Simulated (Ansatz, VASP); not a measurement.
**Ge in VASP and in Ansatz**

```
Ge
1.0
     0.00000    2.86550    4.84839
     2.53729    0.00000    4.84839
     2.53729    2.86550    0.00000
Ge
4
Direct
  0.71445 0.28555 0.71445
  0.28555 0.71445 0.28555
  0.77443 0.77443 0.22557
  0.22557 0.22557 0.77443
```

Alike in both runs: task single point; functional PBEsol; k mesh 12 × 12 × 12; occupations gaussian, width 0.1 eV; no spin polarisation.

|  | VASP | Ansatz |
| --- | --- | --- |
| version | VASP 6.6.1 | Ansatz 0.2.0 |
| potentials or method | VASP PAW PBE potentials, release 64 (Ge_d), cutoff 520 eV | scalar-relativistic, plane waves, PAW |
| valence electrons in the cell | 56 | 56 |

|  | VASP | Ansatz | Ansatz less VASP |
| --- | --- | --- | --- |
| gap on the k mesh at the Fermi level (eV) | none | none | - |
| pressure (GPa) | 4.1 | 4.1 | +0.03 |
| traceless stress, the component that is largest in VASP (GPa) | 1.99 | 2.03 | +0.038 |
| rms of the force components (eV/Å) | 0.293 | 0.294 | +0.0005 |

VASP's potentials were made for PBE, not for PBEsol. Atom by atom the forces differ by 0.001 eV/Å (rms over components). A gap of «none» marks a metal or a gap that the smearing closes. With one functional, cell and mesh, what is left measures potentials, basis and numerics.
